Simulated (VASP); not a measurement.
A run of VASP 6.6.1 is set up as follows.

INCAR

```
SYSTEM = KBr
  PREC = Accurate
  ENCUT = 500
  EDIFF = 1E-6
  ISMEAR = 0
  SIGMA = 0.05
  LREAL = .False.
  LASPH = .True.
  NELM = 120
  ALGO = Normal
  ISIF = 2
  LWAVE = .False.
  LCHARG = .False.
  GGA = PS
  NBANDS = 15
  GGA_COMPAT = .False.
```

Contents of KPOINTS:

```
regular mesh
0
Gamma
  8 8 8
  0 0 0
```

Contents of POSCAR:

```
KBr
1.0
    0.0000000000      3.2750162544      3.3405165795
    3.2750162544      0.0000000000      3.3405165795
    3.2750162544      3.2750162544      0.0000000000
K Br
1 1
Direct
    0.0000000000      0.0000000000      0.0000000000
    0.5000000000      0.5000000000      0.5000000000
```

Potentials or basis: VASP PAW PBE potentials, release 64 (K_sv, Br).

Launch:

```bash
$ cat potpaw_PBE.64/K_sv/POTCAR potpaw_PBE.64/Br/POTCAR > POTCAR
$ mpirun -np 1 vasp_std > vasp.out
```

(1) Predict the pressure.

(2) Estimate the band gap on the k mesh.

## Answers

(1) -0.2 GPa.

(2) 4.28 eV.

Caveat: the PAW data sets were made with another functional, which shifts forces and pressure a little.
